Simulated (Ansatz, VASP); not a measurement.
# InSe: VASP beside Ansatz

Contents of INCAR:

```
SYSTEM = InSe
PREC = Accurate
ENCUT = 520
EDIFF = 1E-6
ISMEAR = 0
SIGMA = 0.05
LREAL = .FALSE.
LASPH = .TRUE.
NELM = 100
ALGO = Normal
ISIF = 2
LWAVE = .FALSE.
LCHARG = .FALSE.
GGA = PE
NBANDS = 27
```

Contents of KPOINTS:

```
regular mesh
0
G
  8 8 6
  0 0 0
```

The input POSCAR:

```
InSe
1.0
    5.8878909526     -2.1345623443      0.0453164279
    5.8878909526      2.1345623443      0.0453164279
   -1.5459825095      0.0000000000      5.0781431589
In Se
2 2
Direct
    0.8758951401      0.8999067711      0.0533034054
    0.1000932289      0.1241048599      0.9466965946
    0.6837848324      0.6488736946      0.6952062322
    0.3511263054      0.3162151676      0.3047937678
```

Input for Ansatz:

```yaml
crystal:
  lattice:
    - [5.8878909526, -2.1345623443, 0.0453164279]
    - [5.8878909526, 2.1345623443, 0.0453164279]
    - [-1.5459825095, 0.0, 5.0781431589]
  atoms:
    - { symbol: In, position: [0.8758951401, 0.8999067711, 0.0533034054] }
    - { symbol: In, position: [0.1000932289, 0.1241048599, 0.9466965946] }
    - { symbol: Se, position: [0.6837848324, 0.6488736946, 0.6952062322] }
    - { symbol: Se, position: [0.3511263054, 0.3162151676, 0.3047937678] }
basis:
  ecutwfc: 420
kpoints:
  mp_grid: { grid: [8, 8, 6] }
hamiltonian:
  xc: pbe
  pseudopotentials: { kind: paw, azcp: { folder: soft_1 } }
scf:
  occupations: { method: gaussian, width: 0.05 }
output:
  forces: true
  stress: true
  eigenvalues: true
  write_density: true
  write_potential: true
  elf: true
  volumetric_format: npy
```

Change from the starting cell: mode 9 frozen in at -0.072 Å, strain +e along z and -e/2 along x and y -0.0700.

Alike in both runs: task single point; functional PBE; k mesh 8 × 8 × 6; occupations gaussian, width 0.05 eV; no spin polarisation.

|  | VASP | Ansatz |
| --- | --- | --- |
| version | VASP 6.6.1 | Ansatz 0.2.0 |
| potentials or method | VASP PAW PBE potentials, release 64 (In_d, Se), cutoff 520 eV | scalar-relativistic, plane waves, PAW |
| valence electrons in the cell | 38 | 58 |

```tsv
	VASP	Ansatz	Ansatz less VASP
gap on the k mesh at the Fermi level (eV)	0.85	0.86	+0.008
least direct gap on the mesh (eV)	1.00	1.00	+0.006
pressure (GPa)	-0.2	-0.2	-0.05
traceless stress, the component that is largest in VASP (GPa)	-1.16	-1.16	-0.001
rms of the force components (eV/Å)	0.378	0.375	-0.0032
```

Atom by atom the forces differ by 0.007 eV/Å (rms over components). The functional is the same, so the differences come from potentials, cutoffs and numerics. VASP's potentials hold 38 valence electrons a cell and Ansatz's 58, so a difference there can come from the potentials and not from the codes.
